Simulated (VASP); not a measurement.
The system is Hf2B.

```xyz
3
Lattice="0.0000 2.8156 2.8156 2.8156 0.0000 2.8156 2.8156 2.8156 0.0000" Properties=species:S:1:pos:R:3 pbc="T T T"
Hf    1.4078    1.4078    1.4078
Hf    4.2234    4.2234    4.2234
B     0.0000    0.0000    0.0000
```

| Item | Value |
| --- | --- |
| Program | VASP 6.6.1 |
| Task | relaxation of cell and atoms |
| Functional | PBE |
| Potentials or basis | VASP PAW PBE potentials, release 64 (Hf_pv, B) |
| Cutoff | 600 eV |
| k mesh | 6 × 6 × 6 |
| Occupations | gaussian, width 0.1 eV |
| Spin | no spin polarisation |

At the start: pressure 20.6 GPa; volume 14.88 Å³/atom.

Task: How do energy, volume and symmetry change on relaxing?

Result: Over 4 steps the energy falls by 108.3 meV/atom and the volume is 16.74 Å³/atom (+12.5 %); space group Fm-3m (No. 225, to 0.05 Å).

Step by step:
```csv
step,energy change (eV),largest force (eV/Å),pressure (GPa),volume (Å³)
1,0.0000,0.0000,20.59,44.64
2,0.1183,0.0000,-15.80,58.17
3,-0.3246,0.0000,-0.49,50.37
4,-0.3249,0.0000,-0.06,50.21
```

Final structure:
```xyz
3
Lattice="0.0000 2.9281 2.9281 2.9281 0.0000 2.9281 2.9281 2.9281 0.0000" Properties=species:S:1:pos:R:3 pbc="T T T"
Hf    1.4641    1.4641    1.4641
Hf    4.3922    4.3922    4.3922
B     0.0000    0.0000    0.0000
```
